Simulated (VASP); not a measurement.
Runs of VASP 6.6.1 on Cu. The structure is that of space group Fm-3m (No. 225), or close to it. The cells are those of the table. 

```csv
task,cell,cutoff (eV),gap on the mesh (eV),pressure (GPa)
relaxation of cell and atoms,"relaxed to 20 GPa from a = 2.477 Å, angles 60.0°, 1 atom",600,none,20.0
single point,"a = 2.566 Å, angles 60.0°, 1 atom",600,none,0.6
relaxation of cell and atoms,"relaxed to 20 GPa from a = 2.476 Å, angles 60.0°, 1 atom",600,none,20.0
single point,"a = 2.476 Å, angles 60.0°, 1 atom",520,none,(a)
single point,"a = 2.477 Å, angles 60.0°, 1 atom",600,none,20.3
relaxation of cell and atoms,"relaxed from a = 2.566 Å, angles 60.0°, 1 atom",600,none,0.0
```

Alike in all rows: level PBE; potentials or basis VASP PAW PBE potentials, release 64 (Cu); no spin polarisation; k mesh 19 × 19 × 19; smearing fermi-dirac 0.1 eV.

Problem. Fill in the values left out.

Solution. (a) 20.5.

Caveats: the cell is relaxed towards a set pressure, so the enthalpy falls and the energy may rise (some runs).

A gap of «none» marks levels without a gap at the run's occupations.
